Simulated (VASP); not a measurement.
LiCl, 4 atoms in the cell. The structure is hexagonal, space group P6_3mc (No. 186). The conventional cell has a = 3.894 Å, b = 3.894 Å, c = 6.224 Å, α = 90.00°, β = 90.00°, γ = 120.00°. Within 3.1 Å of Li (site symmetry 3m) lie 4 Cl at 2.37 Å. Cl (site symmetry 3m) has 4 Li at 2.37 Å within 3.1 Å. 

```yaml
Program: VASP 6.6.1
Task: single point
Functional: PBE
Potentials_or_basis: VASP PAW PBE potentials, release 64 (Li_sv, Cl)
Cutoff: 520 eV
k_mesh: 6 × 6 × 2
Occupations: gaussian, width 0.01 eV
Spin: no spin polarisation
Dipole_correction: no
Further_INCAR_settings: ALGO = Normal; EDIFF = 1e-07; NBANDS = 18
```

Potentials or basis: VASP PAW PBE potentials, release 64 (Li_sv, Cl).

Command:

```bash
$ cat potpaw_PBE.64/Li_sv/POTCAR potpaw_PBE.64/Cl/POTCAR > POTCAR
$ mpirun -np 1 vasp_std > vasp.out
```

Hardware: 1 thread of Intel(R) Xeon(R) 6975P-C (Granite Rapids) (shared host).

**Question.** How long does it take, and how much memory?

**Answer.** Run time: 14 s on 1 thread of Intel(R) Xeon(R) 6975P-C (Granite Rapids), with other jobs on the host, peak memory 0.18 GiB. Counts: scf iterations 14, k points 14.
